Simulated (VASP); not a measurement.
# PbSe (Fm-3m) in VASP: a series of runs, part 2 of 2

VASP 6.6.1. The steps go on from the part before.

## Step 6: Single point, r2SCAN

This run uses another cell than the first one, of 28.42 Å³/atom.

Input file POSCAR:

```
PbSe
1.0
    0.0000000000      3.0517408789      3.0517408789
    3.0517408789      0.0000000000      3.0517408789
    3.0517408789      3.0517408789      0.0000000000
Pb Se
1 1
Direct
    0.0000000000      0.0000000000      0.0000000000
    0.5000000000      0.5000000000      0.5000000000
```

Input file INCAR.step1:

```
PREC = Accurate
ENCUT = 520
ISMEAR = 0
SIGMA = 0.01
LREAL = False
LASPH = True
NELM = 60
NBANDS = 17
GGA = PE
ALGO = Normal
EDIFF = 1E-4
LWAVE = True
LCHARG = False
```

Input file INCAR.step2:

```
PREC = Accurate
ENCUT = 520
EDIFF = 1E-7
ISMEAR = 0
SIGMA = 0.01
LREAL = False
LASPH = True
NELM = 60
ALGO = Normal
ISIF = 2
LWAVE = False
LCHARG = True
METAGGA = R2SCAN
LMIXTAU = True
LELF = True
LVHAR = True
NBANDS = 17
ISTART = 1
```

Input file KPOINTS:

```
regular mesh
0
Gamma
  6 6 6
```

Potentials or basis: VASP PAW PBE potentials, release 64 (Pb_d, Se).

Run with:

```bash
$ cat potpaw_PBE.64/Pb_d/POTCAR potpaw_PBE.64/Se/POTCAR > POTCAR
$ cp INCAR.step1 INCAR
$ mpirun -np 1 vasp_std > vasp.out
$ cp INCAR.step2 INCAR
$ mpirun -np 1 vasp_std > vasp.out
```

OUTCAR:

```text
PREC = Accurate
   ENCUT = 520
   EDIFF = 1E-7
   ISMEAR = 0
   LREAL = False
   LASPH = True
   NELM = 60
   ISIF = 2
   METAGGA = R2SCAN
   ISTART = 1

 ion  position               nearest neighbor table
   1  0.000  0.000  0.000-   2 3.05   2 3.05   2 3.05   2 3.05   2 3.05   2 3.05
   2  0.500  0.500  0.500-   1 3.05   1 3.05   1 3.05   1 3.05   1 3.05   1 3.05

  LATTYP: Found a face centered cubic cell.
 ALAT       =     6.1034817578

  Lattice vectors:

 A1 = (   0.0000000000,   3.0517408789,   3.0517408789)
 A2 = (   3.0517408789,   0.0000000000,   3.0517408789)
 A3 = (   3.0517408789,   3.0517408789,   0.0000000000)

Analysis of symmetry for initial positions (statically):
=====================================================================
 Subroutine PRICEL returns:
 Original cell was already a primitive cell.

 Routine SETGRP: Setting up the symmetry group for a
 face centered cubic supercell.

 Subroutine GETGRP returns: Found 48 space group operations
 (whereof 48 operations were pure point group operations)
 out of a pool of 48 trial point group operations.

The static configuration has the point symmetry O_h .

Analysis of symmetry for dynamics (positions and initial velocities):
=====================================================================
 Subroutine PRICEL returns:
 Original cell was already a primitive cell.

 Routine SETGRP: Setting up the symmetry group for a
 face centered cubic supercell.

 Subroutine GETGRP returns: Found 48 space group operations
 (whereof 48 operations were pure point group operations)
 out of a pool of 48 trial point group operations.

The dynamic configuration has the point symmetry O_h .

 Subroutine INISYM returns: Found 48 space group operations
 (whereof 48 operations are pure point group operations),
 and found     1 'primitive' translations

----------------------------------------------------------------------------------------

                                     Primitive cell

[... 100 lines left out ...]
     AMIX     =   0.40;   BMIX     =  1.00
     AMIX_MAG =   1.60;   BMIX_MAG =  1.00
  volume/ion in A,a.u.               =      28.42       191.80
  Fermi-wavevector in a.u.,A,eV,Ry     =   1.155741  2.184034 18.173808  1.335737
  Thomas-Fermi vector in A             =   2.292367
   LORBIT       =      0    0 simple, 1 ext, 2 COOP (PROOUT), +10 PAW based schemes
   METAGGA = R2SCAN    functional components
   LHFCALC =     F    Hartree Fock is set to
   AEXX    =    0.0000 exact exchange contribution
   IVDW    =     0    specifies the selected vdW correction
   LEPSILON=     F    determine dielectric tensor
   LRPA    =     F    only Hartree local field effects (RPA)
 non-spin polarized calculation
 Gauss-broadening in eV      SIGMA  =   0.01
  energy-cutoff  :      520.00
  volume of cell :       56.84
 maximum number of plane-waves:      1544
   NGX = 17   NGY = 17   NGZ = 17

 number of electron      20.0000003 magnetization

 Free energy of the ion-electron system (eV)
  ---------------------------------------------------
  ext. energy  EPLUGINS =         0.00000000
  ---------------------------------------------------
  free energy    TOTEN  =       -71.92794748 eV

  energy without entropy =      -71.92794748  energy(sigma->0) =      -71.92794748

 E-fermi :   5.1050     XC(G=0): -10.1126

 val. band max:        5.0411411450   @ k =   0.5000   0.0000   0.0000
 cond. band min:       5.5896685863   @ k =   0.5000   0.0000   0.0000
 fundamental gap:      0.5485274413
 Fermi energy:         5.1050288283

 k-point     1 :       0.0000    0.0000    0.0000
  band No.  band energies     occupation
      1     -12.4529      2.00000
      2     -12.4529      2.00000
      3     -12.4529      2.00000
      4     -12.4505      2.00000
      5     -12.4505      2.00000
      6      -9.2028      2.00000
[... 297 lines left out ...]
      4     -12.4237      2.00000
      5     -12.4067      2.00000
      6      -7.6464      2.00000
[... 9 lines left out ...]
     16      17.3902      0.00000
     17      18.2309      0.00000

------------------------ aborting loop because EDIFF is reached ----------------------------------------

  FORCE on cell =-STRESS in cart. coord.  units (eV):
  Direction    XX          YY          ZZ          XY          YZ          ZX
  --------------------------------------------------------------------------------------
  -------------------------------------------------------------------------------------
  Total        0.7108978      0.7108978      0.7108978     -0.0000000      0.0000000      0.0000000
  in kB       20.0375593     20.0375593     20.0375593     -0.0000000      0.0000000      0.0000000
  external PRESSURE =      20.0375593 kB  Pullay stress =       0.0000000 kB

 VOLUME and BASIS-vectors are now :
 -----------------------------------------------------------------------------
  energy-cutoff  :      520.00
  volume of cell :       56.84
      direct lattice vectors                 reciprocal lattice vectors
     0.000000000  3.051740879  3.051740879    -0.163840909  0.163840909  0.163840909
     3.051740879  0.000000000  3.051740879     0.163840909 -0.163840909  0.163840909
     3.051740879  3.051740879  0.000000000     0.163840909  0.163840909 -0.163840909

 POSITION                                       TOTAL-FORCE (eV/Angst)
 -----------------------------------------------------------------------------------
      0.00000      0.00000      0.00000         0.000000      0.000000     -0.000000
      3.05174      3.05174      3.05174        -0.000000     -0.000000      0.000000
 -----------------------------------------------------------------------------------
    total drift:                                0.000000     -0.000000     -0.000000

  FREE ENERGIE OF THE ION-ELECTRON SYSTEM (eV)
  ---------------------------------------------------
  free  energy   TOTEN  =       -71.9279474775 eV

  energy  without entropy=      -71.9279474775  energy(sigma->0) =      -71.92794748
```

It took 40 s on 1 thread of AMD EPYC 9R45 (Zen 5), shared host; peak memory 0.16 GiB.

What came out:

```
Free energy            : -71.9279 eV
Pressure               : 2.0 GPa
Band gap on the k mesh : 0.55 eV
```

Levels at points of the mesh, in eV from the valence-band top:
| k point | band 7 | band 8 | band 9 | band 10 | band 11 | band 12 | band 13 | band 14 |
| --- | --- | --- | --- | --- | --- | --- | --- | --- |
| (0.00, 0.00, 0.00) | -6.35 | -2.09 | -2.09 | -2.09 | 5.05 | 5.05 | 5.05 | 6.92 |
| (0.50, 0.00, 0.00) | -9.13 | -1.66 | -1.66 | 0.00 | 0.55 | 1.88 | 1.88 | 9.09 |
| (0.50, 0.50, 0.00) | -7.58 | -5.25 | -3.47 | -3.47 | 3.97 | 6.02 | 6.02 | 6.50 |

Caveat: the PAW data sets were made with another functional, which shifts forces and pressure a little; spin-orbit coupling is left out, which moves the levels of the heavy elements.

## Step 7: The runs side by side

| cell | gap on the mesh (eV) | pressure (GPa) |
| --- | --- | --- |
| a = 4.089 Å, angles 60.0°, 2 atoms | 0.17 | 15.1 |
| a = 4.165 Å, angles 60.0°, 2 atoms | 0.11 | 10.0 |
| a = 4.215 Å, angles 60.0°, 2 atoms | 0.27 | 7.0 |
| a = 4.271 Å, angles 60.0°, 2 atoms | 0.43 | 4.0 |
| a = 4.316 Å, angles 60.0°, 2 atoms | 0.55 | 2.0 |

Alike in all rows: task single point; level r2SCAN; potentials or basis VASP PAW PBE potentials, release 64 (Pb_d, Se); no spin polarisation; k mesh 6 × 6 × 6; cutoff (eV) 520; smearing gaussian 0.01 eV.

Caveats: the PAW data sets were made with another functional, which shifts forces and pressure a little; spin-orbit coupling is left out, which moves the levels of the heavy elements; the cell stands under pressure (at least some runs).

Absolute energies hang on the potentials; compare differences alone.
